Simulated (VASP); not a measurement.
A run of VASP 6.6.1 is set up as follows.

File INCAR:

```
PREC = Accurate
ENCUT = 520
EDIFF = 1E-8
ISMEAR = -1
SIGMA = 0.03
LREAL = F
LASPH = T
NELM = 60
ALGO = Normal
ISIF = 2
LWAVE = F
LCHARG = F
LEFG = T
NBANDS = 15
```

File KPOINTS:

```
regular mesh
0
Gamma
  9 9 12
```

POSCAR

```
Li2Pt
1.0
    4.1999060621      0.0000000000      0.0000000000
   -2.0999530311      3.6372253434      0.0000000000
    0.0000000000      0.0000000000      2.6698405965
Li Pt
2 1
Direct
    0.3333333333      0.6666666667      0.5000000000
    0.6666666667      0.3333333333      0.5000000000
    0.0000000000      0.0000000000      0.0000000000
```

Potentials or basis: VASP PAW LDA potentials, release 64 (Li_sv, Pt).

Command:

```bash
$ cat potpaw_LDA.64/Li_sv/POTCAR potpaw_LDA.64/Pt/POTCAR > POTCAR
$ mpirun -np 1 vasp_std > vasp.out
```

**Question.** Estimate the band gap on the k mesh.

**Answer.** Zero (band 8 reaches 6.13 eV, above the bottom of band 9 at 4.29 eV).

Electric field gradients, principal values (V/Å²):
```csv
atom,least,middle,greatest (by size)
1 Li,-0.130,-0.135,0.266
2 Li,-0.130,-0.135,0.266
3 Pt,152.126,152.127,-304.253
```

Caveat: without QUAD_EFG the Cq values of the log hold for a quadrupole moment of 1 mb, not for the nuclei; spin-orbit coupling is left out, which moves the levels of the heavy elements.
